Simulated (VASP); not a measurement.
# La2O3 (P1) in VASP: a series of runs, part 2 of 2

VASP 6.6.1.

**3. Single point, PBE**

INCAR

```
SYSTEM = La2O3
ALGO = Normal
EDIFF = 1E-6
ENCUT = 520
GGA = PE
ISIF = 2
ISMEAR = 1
LASPH = .True.
LCHARG = .False.
LREAL = .False.
LWAVE = .False.
NBANDS = 28
NELM = 100
PREC = Accurate
SIGMA = 0.1
```

KPOINTS

```
k-points
0
Gamma
  4 4 2
  0 0 0
```

POSCAR

```
La2O3
1.0
    3.8481300000      0.0294100000      0.0399400000
   -1.8986000000      3.4200300000     -0.0170600000
    0.0621000000      0.0052300000      5.8891900000
La O
2 3
Direct
    0.6651900000      0.3153500000      0.7641500000
    0.3101582767      0.6561657998      0.2507993459
    0.6331900000      0.3325100000      0.3454700000
    0.3551100000      0.6860800000      0.6438400000
    0.0044200000      0.0167600000      0.9826100000
```

Potentials or basis: VASP PAW PBE potentials, release 64 (La, O).

Run with:

```sh
$ cat potpaw_PBE.64/La/POTCAR potpaw_PBE.64/O/POTCAR > POTCAR
$ mpirun -np 1 vasp_std > vasp.out
```

OUTCAR:

```text
SYSTEM = La2O3
   EDIFF = 1E-6
   ENCUT = 520
   GGA = PE
   ISIF = 2
   ISMEAR = 1
   LASPH = .True.
   LREAL = .False.
   NELM = 100
   PREC = Accurate

 ion  position               nearest neighbor table
   1  0.665  0.315  0.764-   4 2.28   4 2.40   4 2.43   3 2.47   5 2.51   5 2.56   5 2.73   2 3.64
                             2 3.65   2 3.66
   2  0.310  0.656  0.251-   3 2.24   4 2.32   3 2.34   3 2.39   5 2.71   5 2.75   5 2.81   1 3.64
                             1 3.65   1 3.66
   3  0.633  0.333  0.345-   2 2.24   2 2.34   2 2.39   1 2.47
   4  0.355  0.686  0.644-   1 2.28   2 2.32   1 2.40   1 2.43
   5  0.004  0.017  0.983-   1 2.51   1 2.56   2 2.71   1 2.73   2 2.75   2 2.81

  LATTYP: Found a triclinic cell.
 ALAT       =     3.8484496422
 B/A-ratio  =     1.0164413048
 C/A-ratio  =     1.5303616456
 COS(alpha) =     0.0087023352
 COS(beta)  =     0.0209276881
 COS(gamma) =     0.4786850384

  Lattice vectors:

 A1 = (  -3.8481300000,  -0.0294100000,  -0.0399400000)
 A2 = (  -1.8986000000,   3.4200300000,  -0.0170600000)
 A3 = (  -0.0621000000,  -0.0052300000,  -5.8891900000)

Analysis of symmetry for initial positions (statically):
=====================================================================
 Subroutine PRICEL returns:
 Original cell was already a primitive cell.

 Routine SETGRP: Setting up the symmetry group for a
 triclinic supercell.

 Subroutine GETGRP returns: Found  1 space group operations
 (whereof  1 operations were pure point group operations)
 out of a pool of  2 trial point group operations.

The static configuration has the point symmetry C_1 .

Analysis of symmetry for dynamics (positions and initial velocities):
=====================================================================
 Subroutine PRICEL returns:
 Original cell was already a primitive cell.

 Routine SETGRP: Setting up the symmetry group for a
 triclinic supercell.

 Subroutine GETGRP returns: Found  1 space group operations
 (whereof  1 operations were pure point group operations)
 out of a pool of  2 trial point group operations.

The dynamic configuration has the point symmetry C_1 .

 Subroutine INISYM returns: Found  1 space group operations
 (whereof  1 operations are pure point group operations),
 and found     1 'primitive' translations

----------------------------------------------------------------------------------------

                                     Primitive cell

  volume of cell :      77.8263

  direct lattice vectors                    reciprocal lattice vectors
     3.848130000  0.029410000  0.039940000     0.258798218  0.143655338 -0.002856537
    -1.898600000  3.420030000 -0.017060000    -0.002222800  0.291159955 -0.000235131
     0.062100000  0.005230000  5.889190000    -0.001761587 -0.000130817  0.169821330

  length of vectors
     3.848449642  3.911723176  5.889519727     0.296009347  0.291168535  0.169830517

  position of ions in fractional coordinates (direct lattice)
     0.665190000  0.315350000  0.764150000
     0.310158277  0.656165800  0.250799346
     0.633190000  0.332510000  0.345470000
[... 32 lines left out ...]
 Subroutine IBZKPT returns following result:
 ===========================================

 Found     20 irreducible k-points:

 Following reciprocal coordinates:
            Coordinates               Weight
  0.000000  0.000000  0.000000      1.000000
  0.250000 -0.000000  0.000000      2.000000
  0.500000 -0.000000  0.000000      1.000000
 -0.000000  0.250000 -0.000000      2.000000
  0.250000  0.250000 -0.000000      2.000000
  0.500000  0.250000  0.000000      2.000000
[... 12 lines left out ...]
  0.250000  0.500000  0.500000      2.000000
  0.500000  0.500000  0.500000      1.000000
   k-points           NKPTS =     20   k-points in BZ     NKDIM =     20   number of bands    NBANDS=     28
   number of dos      NEDOS =    301   number of ions     NIONS =      5
   total plane-waves  NPLWV =  43200
   dimension x,y,z NGX =    30 NGY =   30 NGZ =   48
   dimension x,y,z NGXF=    60 NGYF=   60 NGZF=   96
   ions per type =               2   3
   NGX,Y,Z   is equivalent  to a cutoff of  12.96, 12.75, 13.55 a.u.
   NGXF,Y,Z  is equivalent  to a cutoff of  25.92, 25.50, 27.10 a.u.
 SYSTEM =  La2O3
   PREC   = accura    normal or accurate (medium, high low for compatibility)
   ISTART =      0    job   : 0-new  1-cont  2-samecut
   ICHARG =      2    charge: 1-file 2-atom 10-const
   ISPIN  =      1    spin polarized calculation?
   LNONCOLLINEAR =      F non collinear calculations
   LSORBIT =      F    spin-orbit coupling
   LASPH  =      T    aspherical Exc in radial PAW
   ENCUT  =  520.0 eV  38.22 Ry    6.18 a.u.   7.16  7.27 10.95*2*pi/ulx,y,z
   NELM   =    100;   NELMIN=  2; NELMDL= -5     # of ELM steps
   EDIFF  = 0.1E-05   stopping-criterion for ELM
   LREAL  =      F    real-space projection
   EDIFFG = 0.1E-04   stopping-criterion for IOM
   NSW    =      0    number of steps for IOM
   IBRION =     -1    ionic relax: 0-MD 1-quasi-New 2-CG
   NFREE  =      0    steps in history (QN), initial steepest desc. (CG)
   ISIF   =      2    stress and relaxation
   ISYM   =      2    0-nonsym 1-usesym 2-fastsym
   POTIM  = 0.5000    time-step for ionic-motion
   TEBEG  =    0.0;   TEEND  =   0.0 temperature during run
   PSTRESS=    0.0 pullay stress
   NELECT =      40.0000    total number of electrons
   NUPDOWN=      -1.0000    fix difference up-down
   EMIN   =  10.00;   EMAX   =-10.00  energy-range for DOS
   EFERMI =   0.00;   METHOD = LEGACY
   ISMEAR =     1;   SIGMA  =   0.10  broadening in eV -4-tet -1-fermi 0-gaus
   EFERMI_NEDOS =   21; number of points for ismear=-14 and -15
   IALGO  =     38    algorithm
   IMIX   =      4    mixing-type and parameters
     AMIX     =   0.40;   BMIX     =  1.00
     AMIX_MAG =   1.60;   BMIX_MAG =  1.00
  volume/ion in A,a.u.               =      15.57       105.04
  Fermi-wavevector in a.u.,A,eV,Ry     =   1.311353  2.478097 23.397196  1.719645
  Thomas-Fermi vector in A             =   2.441820
   LORBIT       =      0    0 simple, 1 ext, 2 COOP (PROOUT), +10 PAW based schemes
   GGA     = PE    functional components
   LHFCALC =     F    Hartree Fock is set to
   AEXX    =    0.0000 exact exchange contribution
   IVDW    =     0    specifies the selected vdW correction
   LEPSILON=     F    determine dielectric tensor
   LRPA    =     F    only Hartree local field effects (RPA)
 non-spin polarized calculation
 Methfessel and Paxton  Order N= 1 SIGMA  =   0.10
  energy-cutoff  :      520.00
  volume of cell :       77.83
 maximum number of plane-waves:      2106
 NGX is ok and might be reduce to    30
   NGX = 15   NGY = 15   NGZ = 21

 number of electron      39.9999997 magnetization

 Free energy of the ion-electron system (eV)
  ---------------------------------------------------
  ext. energy  EPLUGINS =         0.00000000
  ---------------------------------------------------
  free energy    TOTEN  =       -41.51115861 eV

  energy without entropy =      -41.51310266  energy(sigma->0) =      -41.51180663

 E-fermi :   6.6386     XC(G=0): -10.7196

 val. band max:        6.5896888585   @ k =   0.5000  -0.0000   0.5000
 cond. band min:      10.4170358511   @ k =   0.5000   0.5000  -0.0000
 fundamental gap:      3.8273469926
 Fermi energy:         6.6386294560

 k-point     1 :       0.0000    0.0000    0.0000
  band No.  band energies     occupation
      1     -23.2267      2.00000
      2     -22.8755      2.00000
      3     -10.6379      2.00000
      4      -9.3766      2.00000
      5      -8.9139      2.00000
      6      -6.7259      2.00000
[... 609 lines left out ...]
     27      12.1387      0.00000
     28      12.1618      0.00000

------------------------ aborting loop because EDIFF is reached ----------------------------------------

  FORCE on cell =-STRESS in cart. coord.  units (eV):
  Direction    XX          YY          ZZ          XY          YZ          ZX
  --------------------------------------------------------------------------------------
  -------------------------------------------------------------------------------------
  Total        4.6254118      3.4986952      4.7797933     -1.1457095      0.3570226     -0.7572485
  in kB       95.2214662     72.0262114     98.3996549    -23.5862544      7.3498781    -15.5891657
  external PRESSURE =      88.5491108 kB  Pullay stress =       0.0000000 kB

 VOLUME and BASIS-vectors are now :
 -----------------------------------------------------------------------------
  energy-cutoff  :      520.00
  volume of cell :       77.83
      direct lattice vectors                 reciprocal lattice vectors
     3.848130000  0.029410000  0.039940000     0.258798218  0.143655338 -0.002856537
    -1.898600000  3.420030000 -0.017060000    -0.002222800  0.291159955 -0.000235131
     0.062100000  0.005230000  5.889190000    -0.001761587 -0.000130817  0.169821330

 POSITION                                       TOTAL-FORCE (eV/Angst)
 -----------------------------------------------------------------------------------
      2.00847      1.10207      4.52141        -0.190347      0.522019     -0.143918
     -0.03669      2.25454      1.47820        -0.241847      0.529437     -0.520590
      1.82675      1.15762      2.05416         0.883788     -0.368154      0.061410
      0.10390      2.36023      3.79417        -0.434194     -0.548588      0.146179
      0.04621      0.06259      5.78667        -0.017400     -0.134713      0.456918
 -----------------------------------------------------------------------------------
    total drift:                                0.000139      0.000571     -0.000778

  FREE ENERGIE OF THE ION-ELECTRON SYSTEM (eV)
  ---------------------------------------------------
  free  energy   TOTEN  =       -41.5111586141 eV

  energy  without entropy=      -41.5131026569  energy(sigma->0) =      -41.51180663
```

stdout:

```text
POSCAR found type information on POSCAR LaO
 POSCAR found :  2 types and       5 ions
 scaLAPACK will be used
 LDA part: xc-table for (Slater+PW92), standard interpolation
 POSCAR, INCAR and KPOINTS ok, starting setup
 FFT: planning ... GRIDC
 FFT: planning ... GRID_SOFT
 FFT: planning ... GRID
 WAVECAR not read
 entering main loop
```

It took 1.8 min on 1 thread of AMD EPYC 7R13, shared host; peak memory 0.19 GiB.

Results:

- Free energy: -41.5112 eV
- Pressure: 8.9 GPa
- Largest force: 0.959 eV/Å
- Band gap on the k mesh: 3.83 eV (least direct gap 4.08 eV)

Forces on the atoms (eV/Å):
```
La  -0.190  0.522 -0.144
La  -0.242  0.529 -0.521
O    0.884 -0.368  0.061
O   -0.434 -0.549  0.146
O   -0.017 -0.135  0.457
```

Stress tensor (GPa, compression positive):
```
 9.52 -2.36 -1.56
-2.36  7.20  0.73
-1.56  0.73  9.84
```

Levels at points of the mesh, in eV from the valence-band top:
| k point | band 17 | band 18 | band 19 | band 20 | band 21 | band 22 | band 23 | band 24 |
| --- | --- | --- | --- | --- | --- | --- | --- | --- |
| (0.00, 0.00, 0.00) | -1.81 | -0.65 | -0.49 | -0.27 | 4.29 | 4.39 | 4.56 | 5.28 |
| (0.50, 0.00, 0.00) | -0.80 | -0.66 | -0.52 | -0.32 | 3.92 | 4.80 | 5.20 | 5.30 |
| (0.00, 0.50, 0.00) | -0.88 | -0.69 | -0.53 | -0.47 | 3.85 | 4.71 | 5.28 | 5.31 |
| (0.50, 0.50, 0.00) | -0.83 | -0.72 | -0.52 | -0.25 | 3.83 | 4.78 | 5.21 | 5.26 |
| (0.00, 0.00, 0.50) | -1.22 | -0.92 | -0.44 | -0.40 | 4.59 | 4.71 | 4.75 | 5.09 |
| (0.50, 0.00, 0.50) | -0.94 | -0.82 | -0.39 | 0.00 | 4.54 | 4.69 | 5.18 | 5.29 |
| (0.00, 0.50, 0.50) | -0.99 | -0.87 | -0.53 | -0.06 | 4.45 | 4.61 | 5.16 | 5.30 |
| (0.50, 0.50, 0.50) | -0.92 | -0.81 | -0.52 | -0.12 | 4.44 | 4.58 | 5.09 | 5.29 |

Caveat: the k points lie up to 0.53 Å⁻¹ apart; spin-orbit coupling is left out, which moves the levels of the heavy elements.
